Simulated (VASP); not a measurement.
The system is Au.

```
Au
1.0
     3.04252    0.00000    0.00000
    -1.52126    2.63490    0.00000
     0.00000    0.00000    4.93818
Au
2
Direct
  0.33333 0.66667 0.25000
  0.66667 0.33333 0.75000
```

This isn't the form of Au at room conditions, which is fcc.

```yaml
Program: VASP 6.6.1
Task: relaxation of cell and atoms
Functional: PBEsol
Potentials_or_basis: VASP PAW PBE potentials, release 64 (Au)
Cutoff: 500 eV
k_mesh: 6 × 6 × 4
Occupations: gaussian, width 0.1 eV
Spin: no spin polarisation
```

At the start: pressure -16.1 GPa; volume 19.79 Å³/atom.

Task: How do energy, volume and symmetry change on relaxing?

Result: Over 5 steps the energy falls by 160.0 meV/atom and the volume is 17.06 Å³/atom (-13.8 %); space group P6_3/mmc (No. 194, to 0.1 Å) before and after.

The path:
| step | energy change (eV) | largest force (eV/Å) | pressure (GPa) | volume (Å³) |
| --- | --- | --- | --- | --- |
| 1 | 0.0000 | 0.0000 | -16.05 | 39.59 |
| 2 | 0.2108 | 0.0000 | 41.39 | 29.28 |
| 3 | -0.3194 | 0.0000 | -0.91 | 34.35 |
| 4 | -0.3199 | 0.0000 | -0.27 | 34.22 |
| 5 | -0.3199 | 0.0000 | 0.21 | 34.12 |

Final structure:
```yaml
crystal:
  lattice:
    - [2.90234, 0.00000, 0.00000]
    - [-1.45117, 2.51350, 0.00000]
    - [0.00000, 0.00000, 4.67649]
  atoms:
    - { symbol: Au, position: [0.33333, 0.66667, 0.25000] }
    - { symbol: Au, position: [0.66667, 0.33333, 0.75000] }
```

Caveat: the k points lie up to 0.42 Å⁻¹ apart in the final cell, too coarse for converged energies and pressures of a metal; the PAW data sets were made with another functional, which shifts forces and pressure a little.
